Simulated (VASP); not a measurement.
Wanted: the native input for a VASP 6.6.1 run.

| Quantity | Value |
| --- | --- |
| Task | single point |
| Functional | PBE |
| Potentials or basis | VASP PAW PBE potentials, release 64 (Zr_sv, B) |
| Cutoff | 520 eV |
| k mesh | 12 × 12 × 10 |
| Occupations | gaussian, width 0.1 eV |
| Spin | no spin polarisation |
| Dipole correction | no |
| Further INCAR settings | ALGO = Normal; EDIFF = 1e-07; NBANDS = 23 |

The structure of ZrB lies in POSCAR:

```
ZrB
1.0
    2.4448403847      2.4448403847      0.0000000000
   -2.4448403847      2.4448403847      0.0000000000
    0.0000000000      0.0000000000      5.0021830746
Zr B
2 2
Direct
    0.0000000000      0.0000000000      0.0000000000
    0.5000000000      0.5000000000      0.5000000000
    0.5000000000      0.5000000000      0.0000000000
    0.0000000000      0.0000000000      0.5000000000
```

This cell differs from its parent crystal: uniaxial strain along c: +2.0 %, then relaxed in part.

One way to write it, as run:

INCAR

```
ALGO = Normal
EDIFF = 1E-7
ENCUT = 520
GGA = PE
ISIF = 2
ISMEAR = 0
LASPH = T
LCHARG = F
LREAL = F
LWAVE = F
NBANDS = 23
NELM = 60
PREC = Accurate
SIGMA = 0.1
```

KPOINTS

```
k-points
0
Gamma
  12 12 10
```

Potentials or basis: VASP PAW PBE potentials, release 64 (Zr_sv, B).

Run with:

```sh
$ cat potpaw_PBE.64/Zr_sv/POTCAR potpaw_PBE.64/B/POTCAR > POTCAR
$ mpirun -np 1 vasp_std > vasp.out
```

Results of the run:

* Pressure: -1.9 GPa
* Band gap on the k mesh: zero (band 15 reaches 9.26 eV, above the bottom of band 16 at 6.21 eV)

Caveat: the cell differs from its parent crystal (uniaxial strain along c: +2.0 %, then relaxed in part).

Wall time 94 s on 1 thread of Intel(R) Xeon(R) Platinum 8559C (Emerald Rapids) (shared host), peak memory 0.32 GiB.
